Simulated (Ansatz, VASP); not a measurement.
**Sn in VASP and in Ansatz**

Contents of INCAR:

```
PREC = Accurate
ENCUT = 520
EDIFF = 1E-6
ISMEAR = 0
SIGMA = 0.15
LREAL = F
LASPH = T
NELM = 60
ALGO = Fast
ISIF = 2
LWAVE = F
LCHARG = F
GGA = PE
IVDW = 12
NBANDS = 13
```

Contents of KPOINTS:

```
Automatic mesh
0
Gamma
  24 24 24
```

Contents of POSCAR:

```
Sn
1.0
   -1.7544065426      1.7282944909      2.1674907457
    1.7544065426     -1.7282944909      2.1674907457
    1.7544065426      1.7282944909     -2.1674907457
Sn
1
Direct
    0.0000000000      0.0000000000      0.0000000000
```

Input for Ansatz:

```yaml
crystal:
  lattice:
    - [-1.7544065426, 1.7282944909, 2.1674907457]
    - [1.7544065426, -1.7282944909, 2.1674907457]
    - [1.7544065426, 1.7282944909, -2.1674907457]
  atoms:
    - { symbol: Sn, position: [0.0, 0.0, 0.0] }
basis:
  ecutwfc: 420
kpoints:
  mp_grid: { grid: [24, 24, 24] }
hamiltonian:
  xc: pbe
  dispersion: d3bj
scf:
  occupations: { method: gaussian, width: 0.15 }
output:
  forces: true
  stress: true
  eigenvalues: true
```

Change from the starting cell: strain -0.0150 x Voigt [0, 1, 0, 0, 0, 0], atoms carried along.

Alike in both runs: task single point; functional PBE; dispersion D3(BJ); k mesh 24 × 24 × 24; occupations gaussian, width 0.15 eV; no spin polarisation.

|  | VASP | Ansatz |
| --- | --- | --- |
| version | VASP 6.6.1 | Ansatz 0.2.0 |
| potentials or method | VASP PAW PBE potentials, release 64 (Sn_d), cutoff 520 eV | scalar-relativistic, plane waves, PAW |
| valence electrons in the cell | 14 | 14 |

|  | VASP | Ansatz | Ansatz less VASP |
| --- | --- | --- | --- |
| gap on the k mesh at the Fermi level (eV) | none | none | - |
| pressure (GPa) | 0.8 | 0.8 | +0.02 |
| traceless stress, the component that is largest in VASP (GPa) | 0.11 | 0.11 | +0.001 |

A gap of «none» marks a metal or a gap that the smearing closes.
